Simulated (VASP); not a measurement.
Crystal: Si.

```
Si
1.0
     5.69018    0.00000    0.00000
     0.00000    4.58413    0.00000
     0.00000    0.00000    5.05093
Si
8
Direct
  0.41388 0.25000 0.00000
  0.58612 0.75000 0.50000
  0.58612 0.75000 0.00000
  0.41388 0.25000 0.50000
  0.92919 0.51990 0.25000
  0.07081 0.48010 0.75000
  0.07081 0.01990 0.25000
  0.92919 0.98010 0.75000
```

```yaml
Program: VASP 6.6.1
Task: relaxation of cell and atoms
Functional: PBE
Potentials_or_basis: VASP PAW PBE potentials, release 64 (Si)
Cutoff: 600 eV
k_mesh: 8 × 8 × 8
Occupations: gaussian, width 0.1 eV
Spin: no spin polarisation
```

At the start: pressure 0.1 GPa; volume 16.47 Å³/atom.

Task: Where does the relaxation end?

Result: Over 22 steps the energy falls by 7.1 meV/atom and the volume is 16.89 Å³/atom (+2.5 %); space group Pbcm (No. 57, to 0.05 Å).

Step by step:
| step | energy change (eV) | largest force (eV/Å) | pressure (GPa) | volume (Å³) |
| --- | --- | --- | --- | --- |
| 1 | 0.0000 | 0.0658 | 0.14 | 131.75 |
| 2 | -0.0102 | 0.0976 | 0.18 | 132.01 |
| 3 | -0.0175 | 0.1897 | 0.29 | 132.48 |
| 4 | -0.0244 | 0.1779 | 0.12 | 132.95 |
| 5 | -0.0380 | 0.1359 | -0.39 | 134.34 |
| 6 | -0.0278 | 0.0939 | -1.31 | 137.12 |
| 7 | -0.0407 | 0.1063 | -0.67 | 135.14 |
| 8 | -0.0464 | 0.0487 | 0.06 | 134.21 |
| 9 | -0.0465 | 0.0509 | 0.17 | 134.09 |
| 10 | -0.0479 | 0.0522 | 0.05 | 134.27 |
| 11 | -0.0485 | 0.0532 | -0.08 | 134.47 |
| 12 | -0.0499 | 0.0374 | -0.02 | 134.41 |
| 13 | -0.0522 | 0.0336 | 0.15 | 134.23 |
| 14 | -0.0524 | 0.0344 | 0.23 | 134.15 |
| 15 | -0.0533 | 0.0412 | 0.00 | 134.52 |
| 16 | -0.0534 | 0.0470 | -0.10 | 134.68 |
| 17 | -0.0540 | 0.0444 | -0.06 | 134.67 |
| 18 | -0.0553 | 0.0389 | 0.07 | 134.63 |
| 19 | -0.0557 | 0.0385 | 0.33 | 134.55 |
| 20 | -0.0559 | 0.0369 | 0.23 | 134.58 |
| 21 | -0.0564 | 0.0272 | 0.18 | 134.71 |
| 22 | -0.0570 | 0.0039 | 0.01 | 135.09 |

Final structure:
```
Si
1.0
     5.92512    0.00000    0.00000
     0.00000    4.46827    0.00000
     0.00000    0.00000    5.10246
Si
8
Cartesian
  2.4385 1.1171 0.0000
  3.4866 3.3512 2.5512
  3.4866 3.3512 5.1025
  2.4385 1.1171 2.5512
  5.4660 2.4544 1.2756
  0.4591 2.0139 3.8268
  0.4591 0.2202 1.2756
  5.4660 4.2481 3.8268
```
